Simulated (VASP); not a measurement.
# TaN (P6_3/mmc) in VASP: vibrations by perturbation theory with PBE

Aim: the vibrations by perturbation theory of TaN with PBE.

All numbers are computed with VASP 6.6.1; they aren't measurements. Logs are shortened: lines on timing, memory, paths and dates and some standing lists are left out, and cuts for length are marked.

**1. The cell of the first run**

It takes space group P6_3/mmc (No. 194, hexagonal). Conventional cell: a = 2.898 Å, b = 2.898 Å, c = 5.875 Å, α = 90.00°, β = 90.00°, γ = 120.00°. Ta (site symmetry -3m) has 6 N at 2.23 Å and 8 Ta at 2.90 to 2.94 Å within 3.0 Å. N (site symmetry -6m2) has 6 Ta at 2.23 Å and 6 N at 2.90 Å within 2.9 Å.

**2. Vibrations by perturbation theory, PBE**

Input file INCAR:

```
  ALGO = Normal
  EDIFF = 1E-8
  ENCUT = 520
  GGA = PE
  IBRION = 8
  ISIF = 2
  ISMEAR = -1
  LASPH = T
  LCHARG = F
  LREAL = F
  LWAVE = F
  NELM = 100
  NSW = 1
  PREC = Accurate
  SIGMA = 0.15
```

Input file KPOINTS:

```
k-points
0
Gamma
  18 18 8
```

Input file POSCAR:

```
TaN
1.0
    2.8979928753      0.0000000000      0.0000000000
   -1.4489964376      2.5097354500      0.0000000000
    0.0000000000      0.0000000000      5.8749407349
Ta N
2 2
Direct
    0.0000000000      0.0000000000      0.0000000000
    0.0000000000      0.0000000000      0.5000000000
    0.3333333333      0.6666666667      0.2500000000
    0.6666666667      0.3333333333      0.7500000000
```

Potentials or basis: VASP PAW PBE potentials, release 64 (Ta_pv, N).

Launch:

```bash
cat potpaw_PBE.64/Ta_pv/POTCAR potpaw_PBE.64/N/POTCAR > POTCAR
mpirun -np 1 vasp_std > vasp.out
```

OUTCAR:

```text
EDIFF = 1E-8
   ENCUT = 520
   GGA = PE
   IBRION = 8
   ISIF = 2
   ISMEAR = -1
   LASPH = T
   LREAL = F
   NELM = 100
   NSW = 1
   PREC = Accurate

 ion  position               nearest neighbor table
   1  0.000  0.000  0.000-   3 2.23   4 2.23   3 2.23   4 2.23   4 2.23   3 2.23   2 2.94   2 2.94

   2  0.000  0.000  0.500-   3 2.23   4 2.23   3 2.23   4 2.23   4 2.23   3 2.23   1 2.94   1 2.94

   3  0.333  0.667  0.250-   1 2.23   2 2.23   1 2.23   2 2.23   1 2.23   2 2.23
   4  0.667  0.333  0.750-   1 2.23   2 2.23   1 2.23   2 2.23   1 2.23   2 2.23

  LATTYP: Found a hexagonal cell.
 ALAT       =     2.8979928753
 C/A-ratio  =     2.0272447130

  Lattice vectors:

 A1 = (   2.8979928753,   0.0000000000,   0.0000000000)
 A2 = (  -1.4489964376,   2.5097354500,   0.0000000000)
 A3 = (   0.0000000000,   0.0000000000,   5.8749407349)

Analysis of symmetry for initial positions (statically):
=====================================================================
 Subroutine PRICEL returns:
 Original cell was already a primitive cell.

 Routine SETGRP: Setting up the symmetry group for a
 hexagonal supercell.

 Subroutine GETGRP returns: Found 24 space group operations
 (whereof 12 operations were pure point group operations)
 out of a pool of 24 trial point group operations.

The static configuration has the point symmetry D_3d.
 The point group associated with its full space group is D_6h.

Analysis of symmetry for dynamics (positions and initial velocities):
=====================================================================
 Subroutine PRICEL returns:
 Original cell was already a primitive cell.

 Routine SETGRP: Setting up the symmetry group for a
 hexagonal supercell.

 Subroutine GETGRP returns: Found 24 space group operations
 (whereof 12 operations were pure point group operations)
 out of a pool of 24 trial point group operations.

The dynamic configuration has the point symmetry D_3d.
 The point group associated with its full space group is D_6h.

 Subroutine INISYM returns: Found 24 space group operations
 (whereof 12 operations are pure point group operations),
 and found     1 'primitive' translations

----------------------------------------------------------------------------------------

                                     Primitive cell

  volume of cell :      42.7296

  direct lattice vectors                    reciprocal lattice vectors
     2.897992875  0.000000000  0.000000000     0.345066411  0.199224185  0.000000000
    -1.448996438  2.509735450  0.000000000     0.000000000  0.398448370  0.000000000
     0.000000000  0.000000000  5.874940735     0.000000000  0.000000000  0.170214483

  length of vectors
     2.897992875  2.897992875  5.874940735     0.398448370  0.398448370  0.170214483

  position of ions in fractional coordinates (direct lattice)
     0.000000000  0.000000000  0.000000000
     0.000000000  0.000000000  0.500000000
     0.333333333  0.666666667  0.250000000
     0.666666667  0.333333333  0.750000000

  ion indices of the primitive-cell ions
   primitive index   ion index
                 1           1
                 2           2
                 3           3
                 4           4

----------------------------------------------------------------------------------------

 KPOINTS: k-points

Automatic generation of k-mesh.
 Grid dimensions read from file:
 generate k-points for:   18   18    8

 Generating k-lattice:

  Cartesian coordinates                     Fractional coordinates (reciprocal lattice)
     0.019170356  0.011068010  0.000000000     0.055555556  0.000000000  0.000000000
     0.000000000  0.022136021  0.000000000     0.000000000  0.055555556  0.000000000
     0.000000000  0.000000000  0.021276810     0.000000000  0.000000000  0.125000000

  Length of vectors
     0.022136021  0.022136021  0.021276810

[... 69 lines left out ...]
   EFERMI_NEDOS =   21; number of points for ismear=-14 and -15
   IALGO  =     38    algorithm
   IMIX   =      4    mixing-type and parameters
     AMIX     =   0.40;   BMIX     =  1.00
     AMIX_MAG =   1.60;   BMIX_MAG =  1.00
  volume/ion in A,a.u.               =      10.68        72.09
  Fermi-wavevector in a.u.,A,eV,Ry     =   1.486672  2.809403 30.071521  2.210194
  Thomas-Fermi vector in A             =   2.599929
   LORBIT       =      0    0 simple, 1 ext, 2 COOP (PROOUT), +10 PAW based schemes
   GGA     = PE    functional components
   LHFCALC =     F    Hartree Fock is set to
   AEXX    =    0.0000 exact exchange contribution
   IVDW    =     0    specifies the selected vdW correction
   LEPSILON=     F    determine dielectric tensor
   LRPA    =     F    only Hartree local field effects (RPA)
 non-spin polarized calculation
  energy-cutoff  :      520.00
  volume of cell :       42.73
 maximum number of plane-waves:      1174
 NGX is ok and might be reduce to    24
   NGX = 11   NGY = 11   NGZ = 21

--------------------------------------- Ionic step        1  -------------------------------------------

 number of electron      31.9999999 magnetization

 Free energy of the ion-electron system (eV)
  ---------------------------------------------------
  ext. energy  EPLUGINS =         0.00000000
  ---------------------------------------------------
  free energy    TOTEN  =       -44.04068314 eV

  energy without entropy =      -43.96392417  energy(sigma->0) =      -44.00230366

 E-fermi :   8.3558     XC(G=0): -13.3961

 val. band max:        8.3542129670   @ k =   0.1667   0.1667   0.5000
 cond. band min:       8.3616587093   @ k =   0.3333   0.2778   0.1250
 fundamental gap:      0.0074457423
 Fermi energy:         8.3557592591

 k-point     1 :       0.0000    0.0000    0.0000
  band No.  band energies     occupation
      1     -27.2544      2.00000
      2     -26.4491      2.00000
      3     -26.1861      2.00000
      4     -26.1861      2.00000
      5     -26.1205      2.00000
      6     -26.1205      2.00000
[... 541 lines left out ...]
     19      12.7793      0.00000
     20      13.1501      0.00000

 [... further k-points ...]

------------------------ aborting loop because EDIFF is reached ----------------------------------------

  FORCE on cell =-STRESS in cart. coord.  units (eV):
  Direction    XX          YY          ZZ          XY          YZ          ZX
  --------------------------------------------------------------------------------------
  -------------------------------------------------------------------------------------
  Total        2.0669259      2.0669259      2.0891225      0.0000000     -0.0000000      0.0000000
  in kB       77.5008974     77.5008974     78.3331787      0.0000000     -0.0000000      0.0000000
  external PRESSURE =      77.7783245 kB  Pullay stress =       0.0000000 kB

 VOLUME and BASIS-vectors are now :
 -----------------------------------------------------------------------------
  energy-cutoff  :      520.00
  volume of cell :       42.73
      direct lattice vectors                 reciprocal lattice vectors
     2.897992875  0.000000000  0.000000000     0.345066411  0.199224185  0.000000000
    -1.448996438  2.509735450  0.000000000     0.000000000  0.398448370  0.000000000
     0.000000000  0.000000000  5.874940735     0.000000000  0.000000000  0.170214483

 POSITION                                       TOTAL-FORCE (eV/Angst)
 -----------------------------------------------------------------------------------
      0.00000      0.00000      0.00000         0.000000      0.000000      0.000000
      0.00000      0.00000      2.93747        -0.000000      0.000000      0.000000
     -0.00000      1.67316      1.46874         0.000000     -0.000000      0.000000
      1.44900      0.83658      4.40621        -0.000000      0.000000     -0.000000
 -----------------------------------------------------------------------------------
    total drift:                               -0.000000      0.000000      0.000000

  FREE ENERGIE OF THE ION-ELECTRON SYSTEM (eV)
  ---------------------------------------------------
  free  energy   TOTEN  =       -44.0406831422 eV

  energy  without entropy=      -43.9639241733  energy(sigma->0) =      -44.00230366

[... ionic steps 2 to 9 ...]

--------------------------------------- Ionic step       10  -------------------------------------------

------------------------ aborting loop because EDIFF is reached ----------------------------------------

[... ionic steps 11 to 11 ...]

--------------------------------------- Ionic step       12  -------------------------------------------

 Free energy of the ion-electron system (eV)
  ---------------------------------------------------
  ---------------------------------------------------
  free energy    TOTEN  =        -0.25476919 eV

  energy without entropy =       -0.25476920

------------------------ aborting loop because EDIFF is reached ----------------------------------------

 INTERNAL STRAIN TENSOR  FOR ION    3  DIRECTION 3   (eV/Angst):
 -----------------------------------------------------------------------------
    -0.00068  0.00000  0.00000
    -0.00000 -0.00068  0.00000
    -0.00000  0.00000 -0.00243

 INTERNAL STRAIN TENSOR FOR ION    4 for displacements in x,y,z  (eV/Angst):
          X           Y           Z          XY          YZ          ZX
  --------------------------------------------------------------------------------
  x    -0.00000     0.00000     0.00000    -7.22738     0.00000     0.00000
  y    -7.22738     7.22738     0.00000     0.00000     0.00000     0.00000
  z    -0.00000     0.00000     0.00000     0.00000     0.00000    -0.00000

 SECOND DERIVATIVES (NOT SYMMETRIZED)
 ------------------------------------
               1X          1Y          1Z          2X          2Y          2Z          3X          3Y          3Z          4X          4Y          4Z
  1X   -11.279314   -0.000000    0.000000    2.818975    0.000000    0.000000    4.230169    0.000000    0.000000    4.230169    0.000000    0.000000
  1Y    -0.000000  -11.279314    0.000000    0.000000    2.818975    0.000000    0.000000    4.230169    0.000000    0.000000    4.230169    0.000000
  1Z    -0.000000    0.000000  -28.729776    0.000000    0.000000   16.685228    0.000000   -0.000000    6.022274    0.000000   -0.000000    6.022274
  2X     2.818975    0.000000    0.000000  -11.279314   -0.000000    0.000000    4.230169    0.000000    0.000000    4.230169    0.000000    0.000000
  2Y     0.000000    2.818975    0.000000   -0.000000  -11.279314    0.000000    0.000000    4.230169    0.000000    0.000000    4.230169    0.000000
  2Z     0.000000   -0.000000   16.685228    0.000000   -0.000000  -28.729776   -0.000000    0.000000    6.022274   -0.000000    0.000000    6.022274
  3X     4.228126    0.000000    0.000000    4.228126    0.000000   -0.000000  -10.703331   -0.000000    0.000000    2.247079    0.000000    0.000000
  3Y     0.000000    4.228126    0.000000    0.000000    4.228126    0.000000   -0.000000  -10.703331    0.000000    0.000000    2.247079    0.000000
  3Z     0.000000    0.000000    6.017266   -0.000000    0.000000    6.017266    0.000000    0.000000  -13.939655    0.000000   -0.000000    1.905123
  4X     4.228126    0.000000    0.000000    4.228126    0.000000   -0.000000    2.247079    0.000000    0.000000  -10.703331   -0.000000    0.000000
  4Y     0.000000    4.228126    0.000000    0.000000    4.228126    0.000000    0.000000    2.247079    0.000000   -0.000000  -10.703331    0.000000
  4Z     0.000000    0.000000    6.017266   -0.000000    0.000000    6.017266    0.000000   -0.000000    1.905123    0.000000    0.000000  -13.939655

 Eigenvectors and eigenvalues of the dynamical matrix
 ----------------------------------------------------

   1 f  =   16.630843 THz   104.494671 2PiTHz  554.745225 cm-1    68.779611 meV
             X         Y         Z           dx          dy          dz
      0.000000  0.000000  0.000000     0.000000   -0.000000   -0.000000
      0.000000  0.000000  2.937470     0.000000   -0.000000   -0.000000
     -0.000000  1.673157  1.468735     0.000000   -0.000000   -0.707107
      1.448996  0.836578  4.406206    -0.000000    0.000000    0.707107
[... 71 lines left out ...]
  12 f/i=    0.001617 THz     0.010157 2PiTHz    0.053921 cm-1     0.006685 meV
             X         Y         Z           dx          dy          dz
      0.000000  0.000000  0.000000     0.000000   -0.000000    0.681222
      0.000000  0.000000  2.937470     0.000000   -0.000000    0.681222
     -0.000000  1.673157  1.468735     0.000000   -0.000000    0.189571
      1.448996  0.836578  4.406206     0.000000   -0.000000    0.189571

--------------------------------------------------------------------------------------------------------

 ELASTIC MODULI CONTR FROM IONIC RELAXATION (kBar)
 Direction    XX          YY          ZZ          XY          YZ          ZX
 --------------------------------------------------------------------------------
 XX        -302.4752    302.4752      0.0000     -0.0000     -0.0000      0.0000
 YY         302.4752   -302.4752     -0.0000     -0.0000      0.0000     -0.0000
 ZZ           0.0000     -0.0000     -0.0000      0.0000     -0.0000      0.0000
 XY          -0.0000     -0.0000      0.0000   -302.4752      0.0000     -0.0000
 YZ          -0.0000      0.0000     -0.0000      0.0000     -0.0000      0.0000
 ZX           0.0000     -0.0000      0.0000     -0.0000      0.0000     -0.0000
 --------------------------------------------------------------------------------
```

Wall time 57 min (1 thread of Oxide Virtual Turin-like, shared host); peak memory 1.3 GiB.

What came out:

```
Highest phonon frequency at Γ : 555 cm⁻¹
```

Phonon frequencies in cm⁻¹ (negative: imaginary):
```csv
q point,frequencies
"(0.000, 0.000, 0.000)",0 0 0 146 146 261 421 421 502 502 502 555
```

Caveat: the cell stands under pressure or tension, which shifts response properties; spin-orbit coupling is left out, which moves the levels of the heavy elements.
